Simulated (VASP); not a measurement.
Here is a VASP 6.6.1 calculation.

The input INCAR:

```
SYSTEM = I
ALGO = Normal
EDIFF = 1E-6
ENCUT = 520
GGA = PE
ISIF = 2
ISMEAR = -1
LASPH = .TRUE.
LCHARG = .TRUE.
LELF = .TRUE.
LREAL = .FALSE.
LVHAR = .TRUE.
LWAVE = .FALSE.
NBANDS = 10
NELM = 100
PREC = Accurate
SIGMA = 0.1
```

The input KPOINTS:

```
k-points
0
G
  13 13 13
  0 0 0
```

POSCAR

```
I
1.0
   -1.5347347282      1.5347347282      1.5347347282
    1.5347347282     -1.5347347282      1.5347347282
    1.5347347282      1.5347347282     -1.5347347282
I
1
Direct
    0.0000000000      0.0000000000      0.0000000000
```

Potentials or basis: VASP PAW PBE potentials, release 64 (I).

The run is started by

```sh
$ cat potpaw_PBE.64/I/POTCAR > POTCAR
$ mpirun -np 1 vasp_std > vasp.out
```

(1) What does it give for the pressure?

Results:

(1) 200.0 GPa.

Caveat: an odd number of electrons without spin polarisation forces a metal; a magnetic or distorted state may lie lower.
